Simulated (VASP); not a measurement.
# CdS (P3m1) in VASP: further runs, part 2 of 3

VASP 6.6.1. Earlier steps stand in the parts before.

### 3 Single point, RPBE

Input file INCAR:

```
ALGO = Normal ; EDIFF = 1E-6
ENCUT = 630 ; GGA = RP
GGA_COMPAT = F ; ISIF = 2
ISMEAR = -1 ; LASPH = T
LCHARG = F ; LREAL = F
LWAVE = F ; NBANDS = 20
NELM = 120 ; PREC = Accurate
SIGMA = 0.05
```

Input file KPOINTS:

```
k-points
0
Gamma
  7 7 5
```

Input file POSCAR:

```
CdS
1.0
    4.2611695877      0.0000000000      0.0000000000
   -2.1305847939      3.6902811128      0.0000000000
    0.0000000000      0.0000000000      5.8041729400
Cd S
1 1
Direct
    0.0000000000      0.0000000000      0.4426919200
    0.6666666667      0.3333333333      0.4343080800
```

Potentials or basis: VASP PAW PBE potentials, release 64 (Cd_sv_GW, S).

Launch:

```console
cat potpaw_PBE.64/Cd_sv_GW/POTCAR potpaw_PBE.64/S/POTCAR > POTCAR
mpirun -np 1 vasp_std > vasp.out
```

OUTCAR:

```text
EDIFF = 1E-6
   ENCUT = 630
   GGA = RP
   ISIF = 2
   ISMEAR = -1
   LASPH = T
   LREAL = F
   NELM = 120
   PREC = Accurate

 ion  position               nearest neighbor table
   1  0.000  0.000  0.443-   2 2.46   2 2.46   2 2.46
   2  0.667  0.333  0.434-   1 2.46   1 2.46   1 2.46

  LATTYP: Found a hexagonal cell.
 ALAT       =     4.2611695877
 C/A-ratio  =     1.3621079426

  Lattice vectors:

 A1 = (   4.2611695877,   0.0000000000,   0.0000000000)
 A2 = (  -2.1305847939,   3.6902811128,   0.0000000000)
 A3 = (   0.0000000000,   0.0000000000,   5.8041729400)

Analysis of symmetry for initial positions (statically):
=====================================================================
 Subroutine PRICEL returns:
 Original cell was already a primitive cell.

 Routine SETGRP: Setting up the symmetry group for a
 hexagonal supercell.

 Subroutine GETGRP returns: Found  6 space group operations
 (whereof  6 operations were pure point group operations)
 out of a pool of 24 trial point group operations.

The static configuration has the point symmetry C_3v.

Analysis of symmetry for dynamics (positions and initial velocities):
=====================================================================
 Subroutine PRICEL returns:
 Original cell was already a primitive cell.

 Routine SETGRP: Setting up the symmetry group for a
 hexagonal supercell.

 Subroutine GETGRP returns: Found  6 space group operations
 (whereof  6 operations were pure point group operations)
 out of a pool of 24 trial point group operations.

The dynamic configuration has the point symmetry C_3v.

 Subroutine INISYM returns: Found  6 space group operations
 (whereof  6 operations are pure point group operations),
 and found     1 'primitive' translations
[... 105 lines left out ...]
   PSTRESS=    0.0 pullay stress
   NELECT =      26.0000    total number of electrons
   NUPDOWN=      -1.0000    fix difference up-down
   EMIN   =  10.00;   EMAX   =-10.00  energy-range for DOS
   EFERMI =   0.00;   METHOD = LEGACY
   ISMEAR =    -1;   SIGMA  =   0.05  broadening in eV -4-tet -1-fermi 0-gaus
   EFERMI_NEDOS =   21; number of points for ismear=-14 and -15
   IALGO  =     38    algorithm
   IMIX   =      4    mixing-type and parameters
     AMIX     =   0.40;   BMIX     =  1.00
     AMIX_MAG =   1.60;   BMIX_MAG =  1.00
  volume/ion in A,a.u.               =      45.64       307.96
  Fermi-wavevector in a.u.,A,eV,Ry     =   1.077184  2.035582 15.787174  1.160325
  Thomas-Fermi vector in A             =   2.213088
   LORBIT       =      0    0 simple, 1 ext, 2 COOP (PROOUT), +10 PAW based schemes
   GGA     = RP    functional components
   LHFCALC =     F    Hartree Fock is set to
   AEXX    =    0.0000 exact exchange contribution
   IVDW    =     0    specifies the selected vdW correction
   LEPSILON=     F    determine dielectric tensor
   LRPA    =     F    only Hartree local field effects (RPA)
 non-spin polarized calculation
  energy-cutoff  :      630.00
  volume of cell :       91.27
 maximum number of plane-waves:      3288
 NGX is ok and might be reduce to    36
   NGX = 17   NGY = 17   NGZ = 23

 number of electron      26.0000007 magnetization

 Free energy of the ion-electron system (eV)
  ---------------------------------------------------
  ext. energy  EPLUGINS =         0.00000000
  ---------------------------------------------------
  free energy    TOTEN  =        -5.24323953 eV

  energy without entropy =       -5.24323952  energy(sigma->0) =       -5.24323953

 E-fermi :  -0.2936     XC(G=0):  -6.0422

 val. band max:       -1.1415525803   @ k =   0.0000   0.0000   0.4000
 cond. band min:       0.4378359991   @ k =   0.0000   0.0000   0.0000
 fundamental gap:      1.5793885793
 Fermi energy:        -0.2936290041

 k-point     1 :       0.0000    0.0000    0.0000
  band No.  band energies     occupation
      1    -102.4601      2.00000
      2     -63.5862      2.00000
      3     -63.4831      2.00000
      4     -63.4831      2.00000
      5     -12.7449      2.00000
      6      -8.7962      2.00000
[... 541 lines left out ...]
     19       8.8522      0.00000
     20       9.2848      0.00000

 [... further k-points ...]

------------------------ aborting loop because EDIFF is reached ----------------------------------------

  FORCE on cell =-STRESS in cart. coord.  units (eV):
  Direction    XX          YY          ZZ          XY          YZ          ZX
  --------------------------------------------------------------------------------------
  -------------------------------------------------------------------------------------
  Total        0.5339231      0.5339231     -0.0238443     -0.0000000      0.0000000     -0.0000000
  in kB        9.3726130      9.3726130     -0.4185688     -0.0000000      0.0000000     -0.0000000
  external PRESSURE =       6.1088857 kB  Pullay stress =       0.0000000 kB

 VOLUME and BASIS-vectors are now :
 -----------------------------------------------------------------------------
  energy-cutoff  :      630.00
  volume of cell :       91.27
      direct lattice vectors                 reciprocal lattice vectors
     4.261169588  0.000000000  0.000000000     0.234677353  0.135491033  0.000000000
    -2.130584794  3.690281113  0.000000000     0.000000000  0.270982066  0.000000000
     0.000000000  0.000000000  5.804172940     0.000000000  0.000000000  0.172289835

 POSITION                                       TOTAL-FORCE (eV/Angst)
 -----------------------------------------------------------------------------------
      0.00000      0.00000      2.56946         0.000000      0.000000      0.003085
      2.13058      1.23009      2.52080        -0.000000     -0.000000     -0.003085
 -----------------------------------------------------------------------------------
    total drift:                               -0.000001      0.000000      0.000518

  FREE ENERGIE OF THE ION-ELECTRON SYSTEM (eV)
  ---------------------------------------------------
  free  energy   TOTEN  =        -5.2432395304 eV

  energy  without entropy=       -5.2432395227  energy(sigma->0) =       -5.24323953
```

Run time: 56 s. Hardware: 1 thread of AMD EPYC 7R13 (Zen 3), shared host; peak memory 0.26 GiB.

What came out:

| Item | Value |
| --- | --- |
| Free energy | -5.2432 eV |
| Pressure | 0.6 GPa |
| Largest force | 0.003 eV/Å |
| Band gap on the k mesh | 1.58 eV |

Forces on the atoms (eV/Å):
```
Cd   0.000  0.000  0.003
S    0.000  0.000 -0.003
```

Stress tensor (GPa, compression positive):
```
 0.94  0.00  0.00
 0.00  0.94  0.00
 0.00  0.00 -0.04
```

Caveat: the PAW data sets were made with another functional, which shifts forces and pressure a little. A k mesh can miss the band edges.

### 4 Single point, PBE

Input file INCAR:

```
ALGO = Normal
EDIFF = 1E-6
ENCUT = 630
GGA = PE
GGA_COMPAT = False
ISIF = 2
ISMEAR = 0
LASPH = True
LCHARG = False
LREAL = False
LWAVE = False
NBANDS = 20
NELM = 120
PREC = Accurate
SIGMA = 0.017
```

KPOINTS is that of step 3.

POSCAR is that of step 3.

Potentials or basis: VASP PAW PBE potentials, release 64 (Cd_sv_GW, S).

Launch:

```console
cat potpaw_PBE.64/Cd_sv_GW/POTCAR potpaw_PBE.64/S/POTCAR > POTCAR
mpirun -np 1 vasp_std > vasp.out
```

OUTCAR:

```text
EDIFF = 1E-6
   ENCUT = 630
   GGA = PE
   ISIF = 2
   ISMEAR = 0
   LASPH = True
   LREAL = False
   NELM = 120
   PREC = Accurate

 ion  position               nearest neighbor table
   1  0.000  0.000  0.443-   2 2.46   2 2.46   2 2.46
   2  0.667  0.333  0.434-   1 2.46   1 2.46   1 2.46

  LATTYP: Found a hexagonal cell.
 ALAT       =     4.2611695877
 C/A-ratio  =     1.3621079426

  Lattice vectors:

 A1 = (   4.2611695877,   0.0000000000,   0.0000000000)
[... 737 lines left out ...]
 [... further k-points ...]

------------------------ aborting loop because EDIFF is reached ----------------------------------------

  FORCE on cell =-STRESS in cart. coord.  units (eV):
  Direction    XX          YY          ZZ          XY          YZ          ZX
  --------------------------------------------------------------------------------------
  -------------------------------------------------------------------------------------
  Total       -0.2496346     -0.2496346     -0.0412960      0.0000000      0.0000000      0.0000000
  in kB       -4.3821443     -4.3821443     -0.7249189      0.0000000      0.0000000      0.0000000
  external PRESSURE =      -3.1630692 kB  Pullay stress =       0.0000000 kB

 VOLUME and BASIS-vectors are now :
 -----------------------------------------------------------------------------
  energy-cutoff  :      630.00
  volume of cell :       91.27
      direct lattice vectors                 reciprocal lattice vectors
     4.261169588  0.000000000  0.000000000     0.234677353  0.135491033  0.000000000
    -2.130584794  3.690281113  0.000000000     0.000000000  0.270982066  0.000000000
     0.000000000  0.000000000  5.804172940     0.000000000  0.000000000  0.172289835

 POSITION                                       TOTAL-FORCE (eV/Angst)
 -----------------------------------------------------------------------------------
      0.00000      0.00000      2.56946        -0.000000      0.000000     -0.004931
      2.13058      1.23009      2.52080         0.000000     -0.000000      0.004931
 -----------------------------------------------------------------------------------
    total drift:                               -0.000001      0.000000      0.000219

  FREE ENERGIE OF THE ION-ELECTRON SYSTEM (eV)
  ---------------------------------------------------
  free  energy   TOTEN  =        -5.7270936167 eV

  energy  without entropy=       -5.7270936167  energy(sigma->0) =       -5.72709362
```

stdout:

```text
POSCAR found type information on POSCAR CdS
 POSCAR found :  2 types and       2 ions
 scaLAPACK will be used
 LDA part: xc-table for (Slater+PW92), standard interpolation
 POSCAR, INCAR and KPOINTS ok, starting setup
 FFT: planning ... GRIDC
 FFT: planning ... GRID_SOFT
 FFT: planning ... GRID
 WAVECAR not read
 entering main loop
```

It took 1.7 min on 1 thread of Intel Xeon Platinum 8259CL at 2.50GHz (Skylake/Cascade Lake), shared host; peak memory 0.29 GiB.

What came out:

```
Free energy            : -5.7271 eV
Pressure               : -0.3 GPa
Largest force          : 0.005 eV/Å
Band gap on the k mesh : 1.46 eV
```

Forces in eV/Å, atoms in the order of the input:
```
Cd   0.000  0.000 -0.005
S    0.000  0.000  0.005
```

Stress tensor (GPa, compression positive):
```
-0.44  0.00  0.00
 0.00 -0.44  0.00
 0.00  0.00 -0.07
```

### 5 Single point, HSE06

This run uses another cell than the first one.

Input file POSCAR:

```
CdS
1.0
    4.2035791552      0.0000000000      0.0000000000
   -2.1017895776      3.6404063352      0.0000000000
    0.0000000000      0.0000000000      5.7257285545
Cd S
1 1
Direct
    0.0000000000      0.0000000000      0.4426919200
    0.6666666667      0.3333333333      0.4343080800
```

Input file INCAR.step1:

```
SYSTEM = CdS
  PREC = Accurate
  ENCUT = 470
  EDIFF = 1E-5
  ISMEAR = -1
  SIGMA = 0.05
  LREAL = .False.
  LASPH = .True.
  NELM = 120
  ALGO = Normal
  ISIF = 2
  LWAVE = .True.
  LCHARG = .False.
  NBANDS = 20
  GGA = PE
  GGA_COMPAT = .False.
```

Input file INCAR.step2:

```
SYSTEM = CdS
  PREC = Accurate
  ENCUT = 470
  EDIFF = 1E-6
  ISMEAR = -1
  SIGMA = 0.05
  LREAL = .False.
  LASPH = .True.
  NELM = 120
  ALGO = Normal
  ISIF = 2
  LWAVE = .False.
  LCHARG = .False.
  GGA = PE
  LHFCALC = .True.
  HFSCREEN = 0.2079
  PRECFOCK = Normal
  NBANDS = 20
  ISTART = 1
  GGA_COMPAT = .False.
```

Input file KPOINTS:

```
Automatic mesh
0
Gamma
  4 4 4
  0 0 0
```

Launch:

```console
cat potpaw_PBE.64/Cd_sv_GW/POTCAR potpaw_PBE.64/S/POTCAR > POTCAR
cp INCAR.step1 INCAR
mpirun -np 1 vasp_std > vasp.out
cp INCAR.step2 INCAR
mpirun -np 1 vasp_std > vasp.out
```

It took 19 min on 1 thread of Intel Xeon Platinum 8488C (Sapphire Rapids), shared host; peak memory 0.32 GiB.

Results (log left out):

```
Free energy            : -7.1421 eV
Pressure               : -0.3 GPa
Largest force          : 0.007 eV/Å
Band gap on the k mesh : 2.56 eV (least direct gap 2.57 eV)
```

Forces on the atoms (eV/Å):
```
Cd   0.000  0.000 -0.007
S    0.000  0.000  0.007
```

Stress tensor (GPa, compression positive):
```
-0.08  0.00  0.00
 0.00 -0.08  0.00
 0.00  0.00 -0.78
```

Levels at points of the mesh, in eV from the valence-band top:
```
           k point  band 9  band 10  band 11  band 12  band 13  band 14  band 15  band 16  band 17  band 18
(0.00, 0.00, 0.00)   -8.41    -8.13    -1.40    -0.01    -0.01     2.56     6.39     8.11     8.11     8.25
(0.50, 0.00, 0.00)   -8.43    -7.90    -3.98    -1.49    -0.39     4.83     6.13     7.70     8.23    11.27
(0.00, 0.00, 0.50)   -8.41    -8.12    -1.63     0.00     0.00     2.98     5.88     8.17     8.17    10.32
(0.50, 0.00, 0.50)   -8.43    -7.90    -3.95    -1.48    -0.52     5.01     5.10     8.60     9.39    11.06
```

Caveat: the k points lie up to 0.43 Å⁻¹ apart; the PAW data sets were made with another functional, which shifts forces and pressure a little.

(Continued in part 3 of 3.)
